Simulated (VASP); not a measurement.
Here is a VASP 6.6.1 calculation.

Contents of INCAR:

```
ALGO = Normal
EDIFF = 1E-6
ENCUT = 520
GGA = RP
ISIF = 2
ISMEAR = -1
LASPH = T
LCHARG = F
LREAL = F
LWAVE = F
NBANDS = 12
NELM = 60
PREC = Accurate
SIGMA = 0.1
```

The input KPOINTS:

```
k-points
0
Gamma
  15 15 15
```

POSCAR

```
Zn
1.0
    0.0000000000      2.0216266155      2.0216266155
    2.0216266155      0.0000000000      2.0216266155
    2.0216266155      2.0216266155      0.0000000000
Zn
1
Direct
    0.0000000000      0.0000000000      0.0000000000
```

Potentials or basis: VASP PAW PBE potentials, release 64 (Zn).

The run is started by

```console
$ cat potpaw_PBE.64/Zn/POTCAR > POTCAR
$ mpirun -np 1 vasp_std > vasp.out
```

**Question.** Predict the band gap on the k mesh.

**Answer.** Zero (band 6 reaches 4.35 eV, above the bottom of band 7 at 1.35 eV).

**Question.** What does it give for the pressure?

**Answer.** -1.9 GPa.

Caveat: the PAW data sets were made with another functional, which shifts forces and pressure a little.
